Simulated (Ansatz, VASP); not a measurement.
**NaCl in VASP and in Ansatz**

The input INCAR:

```
PREC = Accurate
ENCUT = 520
EDIFF = 1E-6
ISMEAR = -1
SIGMA = 0.05
LREAL = False
LASPH = True
NELM = 80
ALGO = Normal
ISIF = 2
LWAVE = False
LCHARG = False
GGA = CA
NBANDS = 14
```

Contents of KPOINTS:

```
Automatic mesh
0
Gamma
  8 8 8
```

File POSCAR:

```
NaCl
1.0
    3.5021900000      0.0000000000      0.0000000000
    0.0000000000      3.5021900000      0.0000000000
    0.0000000000      0.0000000000      3.5021900000
Cl Na
1 1
Direct
    0.5000000000      0.5000000000      0.5000000000
    0.0000000000      0.0000000000      0.0000000000
```

The input input.yaml:

```yaml
crystal:
  lattice:
    - [3.50219, 0.0, 0.0]
    - [0.0, 3.50219, 0.0]
    - [0.0, 0.0, 3.50219]
  atoms:
    - { symbol: Cl, position: [0.5, 0.5, 0.5] }
    - { symbol: Na, position: [0.0, 0.0, 0.0] }
kpoints:
  mp_grid: { grid: [8, 8, 8] }
  band_path:
    path:
      - [0.0, 0.0, 0.0]
      - [0.0, 0.5, 0.0]
      - [0.5, 0.5, 0.0]
      - [0.0, 0.0, 0.0]
      - [0.5, 0.5, 0.5]
      - [0.0, 0.5, 0.0]
    npoints: 12
scf:
  occupations: { method: fermi_dirac, width: 0.05 }
hamiltonian:
  xc: lda
  pseudopotentials: { kind: all_electron, lapw: { basis_error: 0.001 } }
output:
  forces: true
  stress: true
  eigenvalues: true
```

Alike in both runs: functional LDA; k mesh 8 × 8 × 8; occupations fermi-dirac, width 0.05 eV; no spin polarisation.

|  | VASP | Ansatz |
| --- | --- | --- |
| version | VASP 6.6.1 | Ansatz 0.2.0 |
| potentials or method | VASP PAW LDA potentials, release 64 (Cl, Na_pv), cutoff 520 eV | all-electron LAPW, scalar-relativistic |
| task | single point | band structure |

|  | VASP | Ansatz | Ansatz less VASP |
| --- | --- | --- | --- |
| gap on the k mesh at the Fermi level (eV) | 3.61 | 3.60 | -0.005 |
| least direct gap on the mesh (eV) | 4.12 | 4.11 | -0.006 |
| pressure (GPa) | -3.1 | -3.1 | +0.02 |

LDA's correlation is that of Perdew and Zunger in VASP and of Perdew and Wang (1992) in Ansatz. Ansatz ran all-electron here, and VASP with PAW potentials.
